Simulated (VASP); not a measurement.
# Sb in VASP: notebook

The runs below take Sb through single point, with PBE+D3(BJ).

All numbers are computed with VASP 6.6.1; they aren't measurements. Logs are shortened: lines on timing, memory, paths and dates and some standing lists are left out, and cuts for length are marked.

## (1) The cell of the first run

The cell holds a slab with vacuum, 2 atoms: a = 4.021 Å, b = 4.021 Å, c = 28.000 Å, α = 90.00°, β = 90.00°, γ = 120.00°.

## (2) Single point, PBE+D3(BJ)

The input, INCAR:

```
PREC = Accurate
ENCUT = 400
EDIFF = 1E-6
ISMEAR = 0
SIGMA = 0.1
LREAL = False
LASPH = True
NELM = 120
ALGO = Normal
ISIF = 2
LWAVE = False
LCHARG = False
LDIPOL = True
IDIPOL = 3
DIPOL = 0.5 0.5 0.500
GGA = PE
IVDW = 12
NBANDS = 12
GGA_COMPAT = False
NELMDL = -8
```

The input, KPOINTS:

```
regular mesh
0
Gamma
  6 6 1
```

The input, POSCAR:

```
Sb
1.0
    4.0214023673      0.0000000000      0.0000000000
   -2.0107011837      3.4826366090      0.0000000000
    0.0000000000      0.0000000000     28.0000000000
Sb
2
Direct
    0.3333333333      0.6666666667      0.5273035714
    0.6666666667      0.3333333333      0.4726964286
```

Potentials or basis: VASP PAW PBE potentials, release 64 (Sb).

Launch:

```bash
cat potpaw_PBE.64/Sb/POTCAR > POTCAR
mpirun -np 1 vasp_std > vasp.out
```

OUTCAR:

```text
PREC = Accurate
   ENCUT = 400
   EDIFF = 1E-6
   ISMEAR = 0
   LREAL = False
   LASPH = True
   NELM = 120
   ISIF = 2
   GGA = PE
   IVDW = 12
   NELMDL = -8
 IVDW          = 12

 ion  position               nearest neighbor table
   1  0.333  0.667  0.527-   2 2.78   2 2.78   2 2.78
   2  0.667  0.333  0.473-   1 2.78   1 2.78   1 2.78

  LATTYP: Found a hexagonal cell.
 ALAT       =     4.0214023673
 C/A-ratio  =     6.9627451925

  Lattice vectors:

 A1 = (   4.0214023673,   0.0000000000,   0.0000000000)
 A2 = (  -2.0107011837,   3.4826366090,   0.0000000000)
 A3 = (   0.0000000000,   0.0000000000,  28.0000000000)

Analysis of symmetry for initial positions (statically):
=====================================================================
 Subroutine PRICEL returns:
 Original cell was already a primitive cell.

 Routine SETGRP: Setting up the symmetry group for a
 hexagonal supercell.

 Subroutine GETGRP returns: Found 12 space group operations
 (whereof 12 operations were pure point group operations)
 out of a pool of 24 trial point group operations.

The static configuration has the point symmetry D_3d.

Analysis of symmetry for dynamics (positions and initial velocities):
=====================================================================
 Subroutine PRICEL returns:
 Original cell was already a primitive cell.

 Routine SETGRP: Setting up the symmetry group for a
 hexagonal supercell.

 Subroutine GETGRP returns: Found 12 space group operations
 (whereof 12 operations were pure point group operations)
 out of a pool of 24 trial point group operations.

The dynamic configuration has the point symmetry D_3d.

 Subroutine INISYM returns: Found 12 space group operations
 (whereof 12 operations are pure point group operations),
 and found     1 'primitive' translations

----------------------------------------------------------------------------------------

                                     Primitive cell

  volume of cell :     392.1423

  direct lattice vectors                    reciprocal lattice vectors
     4.021402367  0.000000000  0.000000000     0.248669471  0.143569386  0.000000000
    -2.010701184  3.482636609  0.000000000     0.000000000  0.287138772  0.000000000
     0.000000000  0.000000000 28.000000000     0.000000000  0.000000000  0.035714286

  length of vectors
     4.021402367  4.021402367 28.000000000     0.287138772  0.287138772  0.035714286

  position of ions in fractional coordinates (direct lattice)
     0.333333333  0.666666667  0.527303571
     0.666666667  0.333333333  0.472696429

  ion indices of the primitive-cell ions
   primitive index   ion index
                 1           1
                 2           2

----------------------------------------------------------------------------------------

 KPOINTS: regular mesh

Automatic generation of k-mesh.
 Grid dimensions read from file:
 generate k-points for:    6    6    1

 Generating k-lattice:

  Cartesian coordinates                     Fractional coordinates (reciprocal lattice)
     0.041444912  0.023928231  0.000000000     0.166666667  0.000000000  0.000000000
     0.000000000  0.047856462  0.000000000     0.000000000  0.166666667  0.000000000
     0.000000000  0.000000000  0.035714286     0.000000000  0.000000000  1.000000000

  Length of vectors
     0.047856462  0.047856462  0.035714286

  Shift w.r.t. Gamma in fractional coordinates (k-lattice)
     0.000000000  0.000000000  0.000000000

 Subroutine IBZKPT returns following result:
 ===========================================

 Found      7 irreducible k-points:

 Following reciprocal coordinates:
            Coordinates               Weight
  0.000000  0.000000  0.000000      1.000000
  0.166667 -0.000000  0.000000      6.000000
  0.333333 -0.000000  0.000000      6.000000
  0.500000 -0.000000  0.000000      3.000000
  0.166667  0.166667  0.000000      6.000000
  0.333333  0.166667  0.000000     12.000000
  0.333333  0.333333  0.000000      2.000000
   k-points           NKPTS =      7   k-points in BZ     NKDIM =      7   number of bands    NBANDS=     12
   number of dos      NEDOS =    301   number of ions     NIONS =      2
   total plane-waves  NPLWV = 150528
   dimension x,y,z NGX =    28 NGY =   28 NGZ =  192
   dimension x,y,z NGXF=    56 NGYF=   56 NGZF=  384
   ions per type =               2
   NGX,Y,Z   is equivalent  to a cutoff of  11.58, 11.58, 11.40 a.u.
   NGXF,Y,Z  is equivalent  to a cutoff of  23.15, 23.15, 22.80 a.u.
 SYSTEM =  unknown system
   PREC   = accura    normal or accurate (medium, high low for compatibility)
   ISTART =      0    job   : 0-new  1-cont  2-samecut
   ICHARG =      2    charge: 1-file 2-atom 10-const
   ISPIN  =      1    spin polarized calculation?
   LNONCOLLINEAR =      F non collinear calculations
   LSORBIT =      F    spin-orbit coupling
   LASPH  =      T    aspherical Exc in radial PAW
   ENCUT  =  400.0 eV  29.40 Ry    5.42 a.u.   6.56  6.56 45.66*2*pi/ulx,y,z
   NELM   =    120;   NELMIN=  2; NELMDL= -8     # of ELM steps
   EDIFF  = 0.1E-05   stopping-criterion for ELM
   LREAL  =      F    real-space projection
   EDIFFG = 0.1E-04   stopping-criterion for IOM
   NSW    =      0    number of steps for IOM
   IBRION =     -1    ionic relax: 0-MD 1-quasi-New 2-CG
   NFREE  =      0    steps in history (QN), initial steepest desc. (CG)
   ISIF   =      2    stress and relaxation
   ISYM   =      2    0-nonsym 1-usesym 2-fastsym
   POTIM  = 0.5000    time-step for ionic-motion
   TEBEG  =    0.0;   TEEND  =   0.0 temperature during run
   PSTRESS=    0.0 pullay stress
   NELECT =      10.0000    total number of electrons
   NUPDOWN=      -1.0000    fix difference up-down
   EMIN   =  10.00;   EMAX   =-10.00  energy-range for DOS
   EFERMI =   0.00;   METHOD = LEGACY
   ISMEAR =     0;   SIGMA  =   0.10  broadening in eV -4-tet -1-fermi 0-gaus
   EFERMI_NEDOS =   21; number of points for ismear=-14 and -15
   IALGO  =     38    algorithm
   IMIX   =      4    mixing-type and parameters
     AMIX     =   0.40;   BMIX     =  1.00
     AMIX_MAG =   1.60;   BMIX_MAG =  1.00
  volume/ion in A,a.u.               =     196.07      1323.15
  Fermi-wavevector in a.u.,A,eV,Ry     =   0.481867  0.910596  3.159212  0.232196
  Thomas-Fermi vector in A             =   1.480190
   LORBIT       =      0    0 simple, 1 ext, 2 COOP (PROOUT), +10 PAW based schemes
   GGA     = PE    functional components
   LHFCALC =     F    Hartree Fock is set to
   AEXX    =    0.0000 exact exchange contribution
   IVDW    =    12    specifies the selected vdW correction
   LEPSILON=     F    determine dielectric tensor
   LRPA    =     F    only Hartree local field effects (RPA)
 non-spin polarized calculation
 Gauss-broadening in eV      SIGMA  =   0.10
  energy-cutoff  :      400.00
  volume of cell :      392.14
 maximum number of plane-waves:      7219
 NGX is ok and might be reduce to    28
   NGX = 13   NGY = 13   NGZ = 91

 number of electron      10.0000000 magnetization

 dipolmoment           0.000000      0.000000      0.000000 electrons x Angstroem

 Free energy of the ion-electron system (eV)
  ---------------------------------------------------
  ext. energy  EPLUGINS =         0.00000000
  ---------------------------------------------------
  free energy    TOTEN  =        -7.95007793 eV

  energy without entropy =       -7.95007793  energy(sigma->0) =       -7.95007793

 E-fermi :  -2.8645     XC(G=0):  -1.9464

 val. band max:       -3.3593588887   @ k =   0.0000   0.0000   0.0000
 cond. band min:      -1.8726555014   @ k =   0.3333  -0.0000   0.0000
 fundamental gap:      1.4867033873
 Fermi energy:        -2.8645076696

 k-point     1 :       0.0000    0.0000    0.0000
  band No.  band energies     occupation
      1     -15.1059      2.00000
      2      -9.2824      2.00000
      3      -3.6451      2.00000
      4      -3.3594      2.00000
      5      -3.3594      2.00000
      6      -1.5366      0.00000
      7      -0.2604      0.00000
      8      -0.2604      0.00000
      9       1.1664      0.00000
     10       1.5126      0.00000
     11       1.9244      0.00000
     12       2.1761      0.00000

 k-point     2 :       0.1667   -0.0000    0.0000
  band No.  band energies     occupation
      1     -14.7852      2.00000
      2      -9.2956      2.00000
      3      -5.3155      2.00000
      4      -3.9695      2.00000
      5      -3.5296      2.00000
      6      -1.3372      0.00000
      7       0.3702      0.00000
      8       0.4029      0.00000
      9       1.5196      0.00000
     10       1.8356      0.00000
     11       2.2493      0.00000
     12       2.5163      0.00000

 k-point     3 :       0.3333   -0.0000    0.0000
  band No.  band energies     occupation
      1     -13.8743      2.00000
      2     -10.0677      2.00000
      3      -6.4696      2.00000
      4      -4.7692      2.00000
      5      -3.8742      2.00000
      6      -1.8727      0.00000
      7       0.0512      0.00000
      8       0.8053      0.00000
      9       2.3759      0.00000
     10       2.5017      0.00000
     11       3.1595      0.00000
     12       3.4786      0.00000

 k-point     4 :       0.5000   -0.0000    0.0000
  band No.  band energies     occupation
      1     -12.9651      2.00000
      2     -11.2069      2.00000
      3      -6.2119      2.00000
      4      -5.0751      2.00000
      5      -4.6101      2.00000
      6      -1.6360      0.00000
      7      -0.4279      0.00000
      8       0.7990      0.00000
      9       2.0311      0.00000
     10       3.8662      0.00000
     11       4.0082      0.00000
     12       4.3273      0.00000

 k-point     5 :       0.1667    0.1667    0.0000
  band No.  band energies     occupation
      1     -14.1630      2.00000
      2      -9.6827      2.00000
      3      -6.1586      2.00000
      4      -5.3689      2.00000
      5      -3.5458      2.00000
      6      -0.7747      0.00000
      7      -0.2069      0.00000
      8       0.8894      0.00000
      9       2.1166      0.00000
     10       2.1385      0.00000
     11       2.7878      0.00000
     12       3.1010      0.00000

 k-point     6 :       0.3333    0.1667    0.0000
  band No.  band energies     occupation
      1     -13.0664      2.00000
      2     -10.9238      2.00000
      3      -6.5246      2.00000
      4      -5.7017      2.00000
      5      -4.2792      2.00000
      6      -0.8799      0.00000
      7      -0.1595      0.00000
      8       0.5558      0.00000
      9       2.5678      0.00000
     10       3.4095      0.00000
     11       3.9921      0.00000
     12       4.3352      0.00000

 k-point     7 :       0.3333    0.3333    0.0000
  band No.  band energies     occupation
      1     -11.9657      2.00000
      2     -11.9657      2.00000
      3      -7.2106      2.00000
      4      -4.9784      2.00000
      5      -4.9784      2.00000
      6      -1.5262      0.00000
      7       0.8465      0.00000
      8       0.8465      0.00000
      9       3.5886      0.00000
     10       4.2014      0.00000
     11       4.2014      0.00000
     12       4.6004      0.00000

------------------------ aborting loop because EDIFF is reached ----------------------------------------

 vacuum level on the upper side and lower side of the slab       (xc-potential included)        -0.006        -0.006

 Edisp (eV)   -0.48877

 E8    (eV) :    -0.2432

  FORCE on cell =-STRESS in cart. coord.  units (eV):
  Direction    XX          YY          ZZ          XY          YZ          ZX
  --------------------------------------------------------------------------------------
  -------------------------------------------------------------------------------------
  Total       1.76678     1.76678     2.31187    -0.00000     0.00000     0.00000
  in kB       7.21853     7.21853     9.44562    -0.00000     0.00000     0.00000
  external pressure =        7.96 kB  Pullay stress =        0.00 kB

 VOLUME and BASIS-vectors are now :
 -----------------------------------------------------------------------------
  energy-cutoff  :      400.00
  volume of cell :      392.14
      direct lattice vectors                 reciprocal lattice vectors
     4.021402367  0.000000000  0.000000000     0.248669471  0.143569386  0.000000000
    -2.010701184  3.482636609  0.000000000     0.000000000  0.287138772  0.000000000
     0.000000000  0.000000000 28.000000000     0.000000000  0.000000000  0.035714286

 POSITION                                       TOTAL-FORCE (eV/Angst)
 -----------------------------------------------------------------------------------
     -0.00000      2.32176     14.76450         0.000000     -0.000000      1.515737
      2.01070      1.16088     13.23550        -0.000000      0.000000     -1.515737
 -----------------------------------------------------------------------------------
    total drift:                               -0.000000     -0.000000      0.000000

  FREE ENERGIE OF THE ION-ELECTRON SYSTEM (eV)
  ---------------------------------------------------
  free  energy   TOTEN  =        -8.4388505316 eV

  energy  without entropy=       -8.4388505316  energy(sigma->0) =       -8.43885053

 vacuum level on the upper side and lower side of the slab         1.774         1.774
```

It took 87 s on 1 thread of Intel Xeon 8259CL, shared host; peak memory 0.36 GiB.

What came out:

```
Free energy                : -8.4389 eV
Largest force              : 1.516 eV/Å
Band gap on the k mesh     : 1.49 eV (least direct gap 1.82 eV)
Dispersion energy per atom : -0.244 eV
```

Forces in eV/Å, atoms in the order of the input:
```
Sb   0.000  0.000  1.516
Sb   0.000  0.000 -1.516
```

Caveat: spin-orbit coupling is left out, which moves the levels of the heavy elements.

(Continued in part 2 of 2.)
